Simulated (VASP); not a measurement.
# BN (P6_3mc) in VASP: a series of runs, part 3 of 3

VASP 6.6.1. Earlier steps stand in the parts before.

## 5. Single point, PBE (strain -0.0375 x Voigt [1, 1, 0, 0, 0, 0])

Input file INCAR:

```
SYSTEM = BN
ALGO     = Normal         ! electronic algorithm
EDIFF    = 1E-6           ! SCF threshold, eV
ENCUT    = 520            ! plane-wave cutoff, eV
GGA      = PE             ! functional
ISIF     = 2              ! what is computed and relaxed
ISMEAR   = 0              ! smearing method
LASPH    = .True.         ! aspherical terms in the spheres
LCHARG   = .True.         ! write CHGCAR
LELF     = .True.         ! ELF
LREAL    = .False.        ! projectors in reciprocal space
LVHAR    = .True.       
LWAVE    = .False.        ! write WAVECAR
NBANDS   = 16             ! bands
NELM     = 80             ! most SCF steps
PREC     = Accurate       ! precision mode
SIGMA    = 0.05           ! smearing width, eV
```

Input file KPOINTS:

```
k-points
0
Gamma
  12 12 6
  0 0 0
```

Input file POSCAR:

```
BN
1.0
    2.4581668666      0.0000000000      0.0000000000
   -1.2290834333      2.1288349532      0.0000000000
    0.0000000000      0.0000000000      4.2268550000
B N
2 2
Direct
    0.6666666667      0.3333333333      0.9997240000
    0.3333333333      0.6666666667      0.4997240000
    0.6666666667      0.3333333333      0.6252760000
    0.3333333333      0.6666666667      0.1252760000
```

Launch:

```bash
$ cat potpaw_PBE.64/B/POTCAR potpaw_PBE.64/N/POTCAR > POTCAR
$ mpirun -np 1 vasp_std > vasp.out
```

It took 12 s on 1 thread of Intel Xeon 6975P-C (Granite Rapids), shared host; peak memory 0.14 GiB.

The run converged. Its results:

* Free energy: -34.5795 eV
* Pressure: 33.8 GPa
* Largest force: 0.166 eV/Å
* Band gap on the k mesh: 4.91 eV, indirect (least direct gap 7.66 eV)

Forces on the atoms (eV/Å):
```
B    0.000  0.000 -0.166
B    0.000  0.000 -0.166
N    0.000  0.000  0.166
N    0.000  0.000  0.166
```

Stress tensor (GPa, compression positive):
```
48.34  0.00  0.00
 0.00 48.34  0.00
 0.00  0.00  4.73
```

Levels at points of the mesh, in eV from the valence-band top:
```csv
k point,band 4,band 5,band 6,band 7,band 8,band 9,band 10,band 11,band 12,band 13
"(0.00, 0.00, 0.00)",-1.98,-1.98,-0.50,0.00,0.00,7.66,9.01,9.01,11.16,12.26
"(0.50, 0.00, 0.00)",-8.58,-7.26,-5.12,-4.71,-2.42,7.32,7.84,11.21,12.24,12.61
"(0.00, 0.00, 0.50)",-6.42,-1.09,-1.09,-1.09,-1.09,10.53,10.53,10.53,10.53,10.53
"(0.50, 0.00, 0.50)",-10.64,-4.02,-4.02,-3.97,-3.97,6.62,6.62,10.33,10.33,14.94
```

Caveat: the cell differs from its parent crystal (strain -0.0375 x Voigt [1, 1, 0, 0, 0, 0]). A k mesh can miss the band edges.

## 6. Single point, PBE (strain +0.0375 x Voigt [1, 1, 0, 0, 0, 0])

Input file INCAR:

```
SYSTEM = BN
ALGO = Normal
EDIFF = 1E-6
ENCUT = 520
GGA = PE
ISIF = 2
ISMEAR = 0
LASPH = .True.
LCHARG = .False.
LREAL = .False.
LWAVE = .False.
NBANDS = 16
NELM = 60
PREC = Accurate
SIGMA = 0.05
```

KPOINTS is that of step 5.

POSCAR: that of step 5 with these lines changed.

```diff
@@ -2,4 +2,4 @@
 1.0
-    2.4581668666      0.0000000000      0.0000000000
-   -1.2290834333      2.1288349532      0.0000000000
+    2.6497123368      0.0000000000      0.0000000000
+   -1.3248561684      2.2947181963      0.0000000000
     0.0000000000      0.0000000000      4.2268550000
```

Potentials or basis: VASP PAW PBE potentials, release 64 (B, N).

Launch:

```bash
$ cat potpaw_PBE.64/B/POTCAR potpaw_PBE.64/N/POTCAR > POTCAR
$ mpirun -np 1 vasp_std > vasp.out
```

OUTCAR:

```text
SYSTEM = BN
   EDIFF = 1E-6
   ENCUT = 520
   GGA = PE
   ISIF = 2
   ISMEAR = 0
   LASPH = .True.
   LREAL = .False.
   NELM = 60
   PREC = Accurate

 ion  position               nearest neighbor table
   1  0.667  0.333  1.000-   3 1.58   4 1.62   4 1.62   4 1.62
   2  0.333  0.667  0.500-   4 1.58   3 1.62   3 1.62   3 1.62
   3  0.667  0.333  0.625-   1 1.58   2 1.62   2 1.62   2 1.62
   4  0.333  0.667  0.125-   2 1.58   1 1.62   1 1.62   1 1.62

  LATTYP: Found a hexagonal cell.
 ALAT       =     2.6497123368
 C/A-ratio  =     1.5952127864

  Lattice vectors:

 A1 = (   2.6497123368,   0.0000000000,   0.0000000000)
 A2 = (  -1.3248561684,   2.2947181963,   0.0000000000)
 A3 = (   0.0000000000,   0.0000000000,   4.2268550000)

Analysis of symmetry for initial positions (statically):
=====================================================================
 Subroutine PRICEL returns:
 Original cell was already a primitive cell.

 Routine SETGRP: Setting up the symmetry group for a
[... 174 lines left out ...]

 E-fermi :   6.8126     XC(G=0): -12.3981

 val. band max:        6.5324846191   @ k =   0.0000   0.0000   0.0000
 cond. band min:      11.9298061013   @ k =   0.3333   0.3333   0.0000
 fundamental gap:      5.3973214821
 Fermi energy:         6.8125607789

 k-point     1 :       0.0000    0.0000    0.0000
  band No.  band energies     occupation
      1     -12.9265      2.00000
      2      -8.8586      2.00000
      3      -3.5377      2.00000
      4       4.3229      2.00000
      5       4.3229      2.00000
      6       6.3409      2.00000
[... 433 lines left out ...]
      3      -1.7852      2.00000
      4      -0.2368      2.00000
      5       0.9842      2.00000
      6       2.4019      2.00000
[... 8 lines left out ...]
     15      21.4572      0.00000
     16      21.7474      0.00000

 [... further k-points ...]

------------------------ aborting loop because EDIFF is reached ----------------------------------------

  FORCE on cell =-STRESS in cart. coord.  units (eV):
  Direction    XX          YY          ZZ          XY          YZ          ZX
  --------------------------------------------------------------------------------------
  -------------------------------------------------------------------------------------
  Total       -5.2464972     -5.2464972     -0.6679103      0.0000000      0.0000000      0.0000000
  in kB     -327.0653887   -327.0653887    -41.6373674      0.0000000      0.0000000      0.0000000
  external PRESSURE =    -231.9227150 kB  Pullay stress =       0.0000000 kB

 VOLUME and BASIS-vectors are now :
 -----------------------------------------------------------------------------
  energy-cutoff  :      520.00
  volume of cell :       25.70
      direct lattice vectors                 reciprocal lattice vectors
     2.649712337  0.000000000  0.000000000     0.377399458  0.217891679  0.000000000
    -1.324856168  2.294718196  0.000000000     0.000000000  0.435783357  0.000000000
     0.000000000  0.000000000  4.226855000     0.000000000  0.000000000  0.236582518

 POSITION                                       TOTAL-FORCE (eV/Angst)
 -----------------------------------------------------------------------------------
      1.32486      0.76491      4.22569         0.000000     -0.000000      0.017379
     -0.00000      1.52981      2.11226        -0.000000      0.000000      0.017379
      1.32486      0.76491      2.64295        -0.000000      0.000000     -0.017379
     -0.00000      1.52981      0.52952         0.000000     -0.000000     -0.017379
 -----------------------------------------------------------------------------------
    total drift:                               -0.000000     -0.000000     -0.000411

  FREE ENERGIE OF THE ION-ELECTRON SYSTEM (eV)
  ---------------------------------------------------
  free  energy   TOTEN  =       -34.6388387818 eV

  energy  without entropy=      -34.6388387818  energy(sigma->0) =      -34.63883878
```

It took 12 s on 1 thread of Intel Xeon 6975P-C (Granite Rapids), shared host; peak memory 0.15 GiB.

Results:

```yaml
Free_energy: -34.6388 eV
Pressure: -23.2 GPa
Largest_force: 0.017 eV/Å
Band_gap_on_the_k_mesh: 5.40 eV, indirect (least direct gap 7.59 eV)
```

Forces on the atoms (eV/Å):
```
B    0.000  0.000  0.017
B    0.000  0.000  0.017
N    0.000  0.000 -0.017
N    0.000  0.000 -0.017
```

Caveat: the cell differs from its parent crystal (strain +0.0375 x Voigt [1, 1, 0, 0, 0, 0]). A k mesh can miss the band edges.

## 7. Summary

| cell | gap on the mesh (eV) | pressure (GPa) | largest force (eV/Å) |
| --- | --- | --- | --- |
| a = 2.171, b = 2.171, c = 4.227 Å, angles 90.0, 90.0, 120.0°, 4 atoms | 3.37 | 239.4 | 2.61 |
| a = 2.267, b = 2.267, c = 4.227 Å, angles 90.0, 90.0, 120.0°, 4 atoms | 4.02 | 147.4 | 1.37 |
| a = 2.362, b = 2.362, c = 4.227 Å, angles 90.0, 90.0, 120.0°, 4 atoms | 4.52 | 81.2 | 0.59 |
| a = 2.458, b = 2.458, c = 4.227 Å, angles 90.0, 90.0, 120.0°, 4 atoms | 4.91 | 33.8 | 0.17 |
| a = 2.650, b = 2.650, c = 4.227 Å, angles 90.0, 90.0, 120.0°, 4 atoms | 5.40 | -23.2 | 0.02 |

Alike in all rows: task single point; level PBE; potentials or basis VASP PAW PBE potentials, release 64 (B, N); no spin polarisation; k mesh 12 × 12 × 6; cutoff (eV) 520; smearing gaussian 0.05 eV.

Caveats: forces of over 1 eV/Å act on the atoms, so gaps and moduli don't describe the material at rest (some runs).

Absolute energies hang on the potentials; compare differences alone.
